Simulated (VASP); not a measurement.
# InP: single point with HSE06

The system is InP.

```
CELL_PARAMETERS angstrom
0.00000 2.95379 2.95379
2.95379 0.00000 2.95379
2.95379 2.95379 0.00000
ATOMIC_POSITIONS crystal
In 0.00000 0.00000 0.00000
P 0.25000 0.25000 0.25000
```

```yaml
Program: VASP 6.6.1
Task: single point
Functional: HSE06
Potentials_or_basis: VASP PAW PBE potentials, release 64 (In_d, P)
Cutoff: 520 eV
k_mesh: 6 × 6 × 6
Occupations: gaussian, width 0.01 eV
Spin: no spin polarisation
Dipole_correction: no
Grid_for_exact_exchange_PRECFOCK: Normal
Further_INCAR_settings: ALGO = Normal; EDIFF = 1e-06; NBANDS = 16
Share_of_exact_exchange: 0.25
Screening_parameter: 0.2079 1/Å
```

```json
{
  "Pressure": "-0.4 GPa",
  "Band gap on the k mesh": "1.35 eV"
}
```

Levels at points of the mesh, in eV from the valence-band top:
```
           k point  band 5  band 6  band 7  band 8  band 9  band 10  band 11  band 12  band 13  band 14
(0.00, 0.00, 0.00)  -15.70  -12.57    0.00    0.00    0.00     1.35     4.91     4.91     4.91     9.46
(0.50, 0.00, 0.00)  -15.68  -10.78   -6.11   -1.02   -1.02     2.19     5.65     5.65     7.98    10.45
(0.50, 0.50, 0.00)  -15.66  -10.10   -6.13   -2.45   -2.45     2.40     2.99    10.26    10.74    10.74
```

It took 53 min on 1 thread of Oxide Virtual Turin-like Processor, on a shared host, peak memory 0.27 GiB.

Caveat: the PAW data sets were made with another functional, which shifts forces and pressure a little; spin-orbit coupling is left out, which moves the levels of the heavy elements.
